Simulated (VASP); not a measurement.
A run of VASP 6.6.1:

File INCAR:

```
SYSTEM = Hf2Pd2Se2Br2O3
PREC = Accurate
ENCUT = 520
EDIFF = 1E-7
ISMEAR = -1
SIGMA = 0.05
LREAL = .FALSE.
LASPH = .TRUE.
NELM = 100
ALGO = Normal
ISIF = 2
LWAVE = .FALSE.
LCHARG = .FALSE.
GGA = B5
ALDAX = 1.0
AGGAX = 1.0
AGGAC = 1.0
ALDAC = 0.0
NBANDS = 53
```

KPOINTS

```
Automatic mesh
0
G
  4 4 3
  0 0 0
```

File POSCAR:

```
Hf2Pd2Se2Br2O3
1.0
    5.8329201462     -0.0128802862     -0.0009025288
   -0.5523321496      5.9898975811      0.0343280639
   -1.4977520029     -0.9445815712      6.7798720125
Hf Pd Se Br O
2 2 2 2 3
Direct
    0.7463632014      0.3942015563      0.3520112608
    0.2864308168      0.4546907017      0.5923939954
    0.9063395044      0.1383590310      0.8473636972
    0.2545279227      0.9022462797      0.3572422763
    0.6303502213      0.4025033211      0.9392086790
    0.6250449543      0.7766781956      0.5258477103
    0.8554673088      0.9964713430      0.1533368990
    0.2236086145      0.8124938356      0.8594622795
    0.9608717774      0.2918562866      0.5889548160
    0.4355876921      0.2487234531      0.4142455765
    0.0754179862      0.5817759963      0.3699528101
```

Potentials or basis: VASP PAW PBE potentials, release 64 (Hf_pv, Pd, Se, Br, O).

Run with:

```sh
$ cat potpaw_PBE.64/Hf_pv/POTCAR potpaw_PBE.64/Pd/POTCAR potpaw_PBE.64/Se/POTCAR potpaw_PBE.64/Br/POTCAR potpaw_PBE.64/O/POTCAR > POTCAR
$ mpirun -np 1 vasp_std > vasp.out
```

Hardware: 1 thread of Intel(R) Xeon(R) Platinum 8259CL CPU @ 2.50GHz (Skylake/Cascade Lake) (shared host).

Estimate the wall time of this run.

Run time: 11 min on 1 thread of Intel(R) Xeon(R) Platinum 8259CL CPU @ 2.50GHz (Skylake/Cascade Lake) (shared host), peak memory 0.56 GiB. Counts: scf iterations 20, k points 26.
